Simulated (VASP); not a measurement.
# C14N (a cell with a defect) in VASP: single point with PBE

Aim: the single point of C14N (a cell with a defect) with PBE.

All numbers are computed with VASP 6.6.1; they aren't measurements. Logs are shortened: lines on timing, memory, paths and dates and some standing lists are left out, and cuts for length are marked.

### 1 The cell of the first run

The cell holds a defect, 15 atoms: a = 7.134 Å, b = 3.567 Å, c = 3.567 Å, α = 90.00°, β = 90.00°, γ = 90.00°.

### 2 Single point, PBE

File INCAR:

```
PREC = Accurate
ENCUT = 520
EDIFF = 1E-6
ISMEAR = -1
SIGMA = 0.05
LREAL = F
LASPH = T
NELM = 120
ALGO = Normal
ISIF = 2
LWAVE = F
LCHARG = F
GGA = PE
NBANDS = 44
GGA_COMPAT = F
```

File KPOINTS:

```
regular mesh
0
Gamma
  1 1 1
```

File POSCAR:

```
C14N
1.0
    7.1340000000      0.0000000000      0.0000000000
    0.0000000000      3.5670000000      0.0000000000
    0.0000000000      0.0000000000      3.5670000000
C N
14 1
Direct
    0.0000000000      0.5000000000      0.5000000000
    0.2500000000      0.0000000000      0.5000000000
    0.2500000000      0.5000000000      0.0000000000
    0.1250000000      0.7500000000      0.7500000000
    0.3750000000      0.2500000000      0.7500000000
    0.3750000000      0.7500000000      0.2500000000
    0.5000000000      0.0000000000      0.0000000000
    0.5000000000      0.5000000000      0.5000000000
    0.7500000000      0.0000000000      0.5000000000
    0.7500000000      0.5000000000      0.0000000000
    0.6250000000      0.2500000000      0.2500000000
    0.6250000000      0.7500000000      0.7500000000
    0.8750000000      0.2500000000      0.7500000000
    0.8750000000      0.7500000000      0.2500000000
    0.1250000000      0.2500000000      0.2500000000
```

Potentials or basis: VASP PAW PBE potentials, release 64 (C, N).

Command:

```
cat potpaw_PBE.64/C/POTCAR potpaw_PBE.64/N/POTCAR > POTCAR
mpirun -np 1 vasp_gam > vasp.out
```

OUTCAR:

```text
PREC = Accurate
   ENCUT = 520
   EDIFF = 1E-6
   ISMEAR = -1
   LREAL = F
   LASPH = T
   NELM = 120
   ISIF = 2
   GGA = PE

 ion  position               nearest neighbor table
   1  0.000  0.500  0.500-   4 1.54  13 1.54  14 1.54  15 1.54
   2  0.250  0.000  0.500-   4 1.54   5 1.54   6 1.54  15 1.54
   3  0.250  0.500  0.000-   4 1.54   5 1.54   6 1.54  15 1.54
   4  0.125  0.750  0.750-   1 1.54   2 1.54   3 1.54
   5  0.375  0.250  0.750-   2 1.54   3 1.54   7 1.54   8 1.54
   6  0.375  0.750  0.250-   2 1.54   3 1.54   7 1.54   8 1.54
   7  0.500  0.000  0.000-   5 1.54   6 1.54  11 1.54  12 1.54
   8  0.500  0.500  0.500-   5 1.54   6 1.54  11 1.54  12 1.54
   9  0.750  0.000  0.500-  11 1.54  12 1.54  13 1.54  14 1.54
  10  0.750  0.500  0.000-  11 1.54  12 1.54  13 1.54  14 1.54
  11  0.625  0.250  0.250-   7 1.54   8 1.54   9 1.54  10 1.54
  12  0.625  0.750  0.750-   7 1.54   8 1.54   9 1.54  10 1.54
  13  0.875  0.250  0.750-   1 1.54   9 1.54  10 1.54
  14  0.875  0.750  0.250-   1 1.54   9 1.54  10 1.54
  15  0.125  0.250  0.250-   1 1.54   2 1.54   3 1.54

  LATTYP: Found a simple tetragonal cell.
 ALAT       =     3.5670000000
 C/A-ratio  =     2.0000000000

  Lattice vectors:

 A1 = (   0.0000000000,   3.5670000000,   0.0000000000)
 A2 = (   0.0000000000,   0.0000000000,   3.5670000000)
 A3 = (   7.1340000000,   0.0000000000,   0.0000000000)

Analysis of symmetry for initial positions (statically):
=====================================================================
 Subroutine PRICEL returns:
 Original cell was already a primitive cell.

 Routine SETGRP: Setting up the symmetry group for a
 simple tetragonal supercell.

 Subroutine GETGRP returns: Found  2 space group operations
 (whereof  2 operations were pure point group operations)
 out of a pool of 16 trial point group operations.

The static configuration has the point symmetry C_1h.

Analysis of symmetry for dynamics (positions and initial velocities):
=====================================================================
 Subroutine PRICEL returns:
 Original cell was already a primitive cell.

 Routine SETGRP: Setting up the symmetry group for a
 simple tetragonal supercell.

 Subroutine GETGRP returns: Found  2 space group operations
 (whereof  2 operations were pure point group operations)
 out of a pool of 16 trial point group operations.

The dynamic configuration has the point symmetry C_1h.

 Subroutine INISYM returns: Found  2 space group operations
 (whereof  2 operations are pure point group operations),
 and found     1 'primitive' translations

----------------------------------------------------------------------------------------

                                     Primitive cell

  volume of cell :      90.7694

  direct lattice vectors                    reciprocal lattice vectors
     7.134000000  0.000000000  0.000000000     0.140173816  0.000000000  0.000000000
     0.000000000  3.567000000  0.000000000     0.000000000  0.280347631  0.000000000
     0.000000000  0.000000000  3.567000000     0.000000000  0.000000000  0.280347631

  length of vectors
     7.134000000  3.567000000  3.567000000     0.140173816  0.280347631  0.280347631

  position of ions in fractional coordinates (direct lattice)
     0.000000000  0.500000000  0.500000000
     0.250000000  0.000000000  0.500000000
     0.250000000  0.500000000  0.000000000
     0.125000000  0.750000000  0.750000000
     0.375000000  0.250000000  0.750000000
     0.375000000  0.750000000  0.250000000
     0.500000000  0.000000000  0.000000000
     0.500000000  0.500000000  0.500000000
     0.750000000  0.000000000  0.500000000
     0.750000000  0.500000000  0.000000000
     0.625000000  0.250000000  0.250000000
     0.625000000  0.750000000  0.750000000
     0.875000000  0.250000000  0.750000000
     0.875000000  0.750000000  0.250000000
     0.125000000  0.250000000  0.250000000

  ion indices of the primitive-cell ions
   primitive index   ion index
                 1           1
                 2           2
                 3           3
                 4           4
                 5           5
                 6           6
                 7           7
                 8           8
                 9           9
                10          10
                11          11
                12          12
                13          13
                14          14
                15          15

----------------------------------------------------------------------------------------

 KPOINTS: regular mesh

Automatic generation of k-mesh.
 Grid dimensions read from file:
 generate k-points for:    1    1    1

 Generating k-lattice:

  Cartesian coordinates                     Fractional coordinates (reciprocal lattice)
     0.140173816  0.000000000  0.000000000     1.000000000  0.000000000  0.000000000
     0.000000000  0.280347631  0.000000000     0.000000000  1.000000000  0.000000000
     0.000000000  0.000000000  0.280347631     0.000000000  0.000000000  1.000000000

  Length of vectors
     0.140173816  0.280347631  0.280347631

  Shift w.r.t. Gamma in fractional coordinates (k-lattice)
     0.000000000  0.000000000  0.000000000

 Subroutine IBZKPT returns following result:
 ===========================================

 Found      1 irreducible k-points:

 Following reciprocal coordinates:
            Coordinates               Weight
  0.000000  0.000000  0.000000      1.000000
   k-points           NKPTS =      1   k-points in BZ     NKDIM =      1   number of bands    NBANDS=     44
   number of dos      NEDOS =    301   number of ions     NIONS =     15
   total plane-waves  NPLWV =  42336
   dimension x,y,z NGX =    54 NGY =   28 NGZ =   28
   dimension x,y,z NGXF=   108 NGYF=   56 NGZF=   56
   ions per type =              14   1
   NGX,Y,Z   is equivalent  to a cutoff of  12.58, 13.05, 13.05 a.u.
   NGXF,Y,Z  is equivalent  to a cutoff of  25.17, 26.10, 26.10 a.u.
 SYSTEM =  unknown system
   PREC   = accura    normal or accurate (medium, high low for compatibility)
   ISTART =      0    job   : 0-new  1-cont  2-samecut
   ICHARG =      2    charge: 1-file 2-atom 10-const
   ISPIN  =      1    spin polarized calculation?
   LNONCOLLINEAR =      F non collinear calculations
   LSORBIT =      F    spin-orbit coupling
   LASPH  =      T    aspherical Exc in radial PAW
   ENCUT  =  520.0 eV  38.22 Ry    6.18 a.u.  13.26  6.63  6.63*2*pi/ulx,y,z
   NELM   =    120;   NELMIN=  2; NELMDL= -5     # of ELM steps
   EDIFF  = 0.1E-05   stopping-criterion for ELM
   LREAL  =      F    real-space projection
   EDIFFG = 0.1E-04   stopping-criterion for IOM
   NSW    =      0    number of steps for IOM
   IBRION =     -1    ionic relax: 0-MD 1-quasi-New 2-CG
   NFREE  =      0    steps in history (QN), initial steepest desc. (CG)
   ISIF   =      2    stress and relaxation
   ISYM   =      2    0-nonsym 1-usesym 2-fastsym
   POTIM  = 0.5000    time-step for ionic-motion
   TEBEG  =    0.0;   TEEND  =   0.0 temperature during run
   PSTRESS=    0.0 pullay stress
   NELECT =      61.0000    total number of electrons
   NUPDOWN=      -1.0000    fix difference up-down
   EMIN   =  10.00;   EMAX   =-10.00  energy-range for DOS
   EFERMI =   0.00;   METHOD = LEGACY
   ISMEAR =    -1;   SIGMA  =   0.05  broadening in eV -4-tet -1-fermi 0-gaus
   EFERMI_NEDOS =   21; number of points for ismear=-14 and -15
   IALGO  =     38    algorithm
   IMIX   =      4    mixing-type and parameters
     AMIX     =   0.40;   BMIX     =  1.00
     AMIX_MAG =   1.60;   BMIX_MAG =  1.00
  volume/ion in A,a.u.               =       6.05        40.84
  Fermi-wavevector in a.u.,A,eV,Ry     =   1.433964  2.709800 27.977028  2.056254
  Thomas-Fermi vector in A             =   2.553425
   LORBIT       =      0    0 simple, 1 ext, 2 COOP (PROOUT), +10 PAW based schemes
   GGA     = PE    functional components
   LHFCALC =     F    Hartree Fock is set to
   AEXX    =    0.0000 exact exchange contribution
   IVDW    =     0    specifies the selected vdW correction
   LEPSILON=     F    determine dielectric tensor
   LRPA    =     F    only Hartree local field effects (RPA)
 non-spin polarized calculation
  energy-cutoff  :      520.00
  volume of cell :       90.77
 maximum number of plane-waves:      1218
 NGX is ok and might be reduce to    54
   NGX = 27   NGY = 13   NGZ = 13

 number of electron      61.0000000 magnetization

 Free energy of the ion-electron system (eV)
  ---------------------------------------------------
  ext. energy  EPLUGINS =         0.00000000
  ---------------------------------------------------
  free energy    TOTEN  =      -120.01020220 eV

  energy without entropy =     -119.92472519  energy(sigma->0) =     -119.96746369

 E-fermi :  11.1037     XC(G=0): -12.8707

 val. band max:       10.2482116450   @ k =   0.0000   0.0000   0.0000
 cond. band min:      11.1115090393   @ k =   0.0000   0.0000   0.0000
 fundamental gap:      0.8632973943
 Fermi energy:        11.1036988216

 k-point     1 :       0.0000    0.0000    0.0000
  band No.  band energies     occupation
      1     -12.6287      2.00000
      2     -10.6742      2.00000
      3      -9.6533      2.00000
      4      -5.1029      2.00000
      5      -4.0466      2.00000
      6      -3.9973      2.00000
[... 34 lines left out ...]
     41      15.5492      0.00000
     42      15.6646      0.00000
 [bands above 42 left out]

------------------------ aborting loop because EDIFF is reached ----------------------------------------

  FORCE on cell =-STRESS in cart. coord.  units (eV):
  Direction    XX          YY          ZZ          XY          YZ          ZX
  --------------------------------------------------------------------------------------
  -------------------------------------------------------------------------------------
  Total      -14.8604301     15.0303776     15.0303776      2.0427621      7.7030976      2.0427619
  in kB     -262.3026251    265.3023823    265.3023823     36.0569546    135.9679836     36.0569521
  external PRESSURE =      89.4340465 kB  Pullay stress =       0.0000000 kB

 VOLUME and BASIS-vectors are now :
 -----------------------------------------------------------------------------
  energy-cutoff  :      520.00
  volume of cell :       90.77
      direct lattice vectors                 reciprocal lattice vectors
     7.134000000  0.000000000  0.000000000     0.140173816  0.000000000  0.000000000
     0.000000000  3.567000000  0.000000000     0.000000000  0.280347631  0.000000000
     0.000000000  0.000000000  3.567000000     0.000000000  0.000000000  0.280347631

 POSITION                                       TOTAL-FORCE (eV/Angst)
 -----------------------------------------------------------------------------------
      0.00000      1.78350      1.78350         2.660908      1.059347      1.059347
      1.78350      0.00000      1.78350        -1.285158      1.161461      1.225321
      1.78350      1.78350      0.00000        -1.285158      1.225321      1.161461
      0.89175      2.67525      2.67525         2.069605     -3.110381     -3.110381
      2.67525      0.89175      2.67525        -0.532490     -1.100768     -0.322077
      2.67525      2.67525      0.89175        -0.532490     -0.322077     -1.100768
      3.56700      0.00000      0.00000         0.454843      0.468995      0.468995
      3.56700      1.78350      1.78350         0.356284      0.372644      0.372644
      5.35050      0.00000      1.78350         2.670032      0.674138      0.394934
      5.35050      1.78350      0.00000         2.670032      0.394934      0.674138
      4.45875      0.89175      0.89175        -0.792920     -0.242980     -0.242980
      4.45875      2.67525      2.67525        -0.685250     -0.567840     -0.567840
      6.24225      0.89175      2.67525        -4.496724      1.357916     -3.108485
      6.24225      2.67525      0.89175        -4.496724     -3.108485      1.357916
      0.89175      0.89175      0.89175         3.225210      1.737775      1.737775
 -----------------------------------------------------------------------------------
    total drift:                               -0.000119     -0.000075     -0.000075

  FREE ENERGIE OF THE ION-ELECTRON SYSTEM (eV)
  ---------------------------------------------------
  free  energy   TOTEN  =      -120.0102021991 eV

  energy  without entropy=     -119.9247251872  energy(sigma->0) =     -119.96746369
```

It took 8.9 s on 1 thread of Intel Xeon Platinum 8559C (Emerald Rapids), shared host; peak memory 0.17 GiB.

What came out:

```yaml
Free_energy: -120.0102 eV
Pressure: 8.9 GPa
Largest_force: 5.633 eV/Å
```

Forces in eV/Å, atoms in the order of the input:
```
C    2.661  1.059  1.059
C   -1.285  1.161  1.225
C   -1.285  1.225  1.161
C    2.070 -3.110 -3.110
C   -0.532 -1.101 -0.322
C   -0.532 -0.322 -1.101
C    0.455  0.469  0.469
C    0.356  0.373  0.373
C    2.670  0.674  0.395
C    2.670  0.395  0.674
C   -0.793 -0.243 -0.243
C   -0.685 -0.568 -0.568
C   -4.497  1.358 -3.108
C   -4.497 -3.108  1.358
N    3.225  1.738  1.738
```

Caveat: the k points lie up to 1.76 Å⁻¹ apart.
